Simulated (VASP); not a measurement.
Ni, 1 atom in the cell. It takes space group Im-3m (No. 229, cubic). The conventional cell has a = 2.767 Å, b = 2.767 Å, c = 2.767 Å, α = 90.00°, β = 90.00°, γ = 90.00°. Ni (site symmetry m-3m) has 14 Ni at 2.40 to 2.77 Å within 3.2 Å. 

```yaml
Program: VASP 6.6.1
Task: single point
Functional: LDA
Potentials_or_basis: VASP PAW LDA potentials, release 64 (Ni)
Cutoff: 520 eV
k_mesh: 13 × 13 × 13
Occupations: fermi-dirac, width 0.05 eV
Spin: collinear spin, ferromagnetic start
Starting_moments: "[1.0] μB"
Dipole_correction: no
Further_INCAR_settings: ALGO = Fast; EDIFF = 1e-06; NBANDS = 15
```

Potentials or basis: VASP PAW LDA potentials, release 64 (Ni).

Run with:

```sh
$ cat potpaw_LDA.64/Ni/POTCAR > POTCAR
$ mpirun -np 1 vasp_std > vasp.out
```

Hardware: 1 thread of Intel(R) Xeon(R) 6975P-C (Granite Rapids), with other jobs on the host.

Estimate the wall time of this run.

Wall time 12 s on 1 thread of Intel(R) Xeon(R) 6975P-C (Granite Rapids), on a shared host, peak memory 0.12 GiB. Counts: scf iterations 13, k points 84.
